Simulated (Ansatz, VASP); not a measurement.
This is a calculation of As for Ansatz 0.2.0.

The input input.yaml:

```yaml
crystal:
  lattice:
    - [1.8607934009, -5.6078705233, 0.0]
    - [1.8607934009, 5.6078705233, 0.0]
    - [0.0, 0.0, 4.5576693162]
  atoms:
    - { symbol: As, position: [0.39, 0.61, 0.56] }
    - { symbol: As, position: [0.89, 0.11, 0.94] }
    - { symbol: As, position: [0.61, 0.39, 0.44] }
    - { symbol: As, position: [0.11, 0.89, 0.06] }
hamiltonian:
  xc: pbe
  pseudopotentials: { kind: paw }
kpoints:
  mp_grid: { grid: [8, 8, 6] }
scf:
  occupations: { method: fermi_dirac, width: 0.05 }
output:
  forces: true
  stress: true
  eigenvalues: true
```

Potentials or basis: Ansatz PAW.

Command:

```console
$ ansatz run input.yaml --threads 2 --pin off --max-ram 5120MiB --backend cpu --events-out ev --progress --plain --runs-dir out
```

Q: Set up the same calculation for VASP 6.6.1. Potentials there: VASP PAW PBE potentials, release 64 (As).

A: As run (the cutoff follows the program's own potentials):

File INCAR:

```
SYSTEM = As
PREC = Accurate
ENCUT = 520
EDIFF = 1E-6
ISMEAR = -1
SIGMA = 0.05
LREAL = .False.
LASPH = .True.
NELM = 100
ALGO = Normal
ISIF = 2
LWAVE = .False.
LCHARG = .True.
GGA = PE
LELF = .True.
LVHAR = .True.
NBANDS = 18
```

File KPOINTS:

```
Automatic mesh
0
Gamma
  8 8 6
  0 0 0
```

Contents of POSCAR:

```
As
1.0
    1.8607934009     -5.6078705233      0.0000000000
    1.8607934009      5.6078705233      0.0000000000
    0.0000000000      0.0000000000      4.5576693162
As
4
Direct
    0.3900000000      0.6100000000      0.5600000000
    0.8900000000      0.1100000000      0.9400000000
    0.6100000000      0.3900000000      0.4400000000
    0.1100000000      0.8900000000      0.0600000000
```

Potentials or basis: VASP PAW PBE potentials, release 64 (As).

The run is started by

```bash
$ cat potpaw_PBE.64/As/POTCAR > POTCAR
$ mpirun -np 1 vasp_std > vasp.out
```

Both were run:

|  | VASP | Ansatz | Ansatz less VASP |
| --- | --- | --- | --- |
| gap on the k mesh at the Fermi level (eV) | 0.12 | 0.12 | +0.002 |
| least direct gap on the mesh (eV) | 0.23 | 0.24 | +0.008 |
| pressure (GPa) | -0.7 | -0.9 | -0.23 |
| traceless stress, the component that is largest in VASP (GPa) | 0.55 | 0.58 | +0.024 |
| rms of the force components (eV/Å) | 0.196 | 0.224 | +0.0278 |

Atom by atom the forces differ by 0.029 eV/Å (rms over components). With one functional, cell and mesh, what is left measures potentials, basis and numerics. VASP's potentials hold 20 valence electrons a cell and Ansatz's 60, so a difference there can come from the potentials and not from the codes.
